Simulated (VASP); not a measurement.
Set up this calculation in VASP 6.6.1, as the native input.

| Property | Result |
| --- | --- |
| Task | single point |
| Functional | PBEsol |
| Potentials or basis | VASP PAW PBE potentials, release 64 (Ni, O) |
| Cutoff | 520 eV |
| k mesh | 8 × 8 × 8 |
| Occupations | gaussian, width 0.1 eV |
| Spin | collinear spin, ferromagnetic start |
| Starting moments | [2.0, 0.0] μB |
| Dipole correction | no |
| Further INCAR settings | ALGO = Normal; EDIFF = 1e-06; NBANDS = 19 |

The structure of NiO lies in POSCAR:

```
NiO
1.0
    0.0000000000      2.0388855821      2.0388855821
    2.0388855821      0.0000000000      2.0388855821
    2.0388855821      2.0388855821      0.0000000000
Ni O
1 1
Direct
    0.0000000000      0.0000000000      0.0000000000
    0.5000000000      0.5000000000      0.5000000000
```

The input as run:

INCAR

```
PREC = Accurate
ENCUT = 520
EDIFF = 1E-6
ISMEAR = 0
SIGMA = 0.1
LREAL = False
LASPH = True
NELM = 150
ALGO = Normal
ISIF = 2
LWAVE = False
LCHARG = True
ISPIN = 2
MAGMOM = 2 0
LORBIT = 11
LMAXMIX = 4
GGA = PS
LELF = True
LVHAR = True
NBANDS = 19
```

KPOINTS

```
regular mesh
0
Gamma
  8 8 8
```

Potentials or basis: VASP PAW PBE potentials, release 64 (Ni, O).

The run is started by

```console
$ cat potpaw_PBE.64/Ni/POTCAR potpaw_PBE.64/O/POTCAR > POTCAR
$ mpirun -np 1 vasp_std > vasp.out
```

It gave:

| Quantity | Value |
| --- | --- |
| Pressure | 4.2 GPa |
| Net moment | 0.76 μB per cell |
| Site moments | Ni +0.64; O +0.10 μB |
| Valence electrons inside the program's atomic spheres | Ni 9.20; O 4.96 |

Caveat: the PAW data sets were made with another functional, which shifts forces and pressure a little; a cell with one magnetic atom can't hold antiferromagnetic order, which such compounds often take.

Wall time 33 s on 1 thread of Intel Xeon 8259CL, with other jobs on the host, peak memory 0.16 GiB.
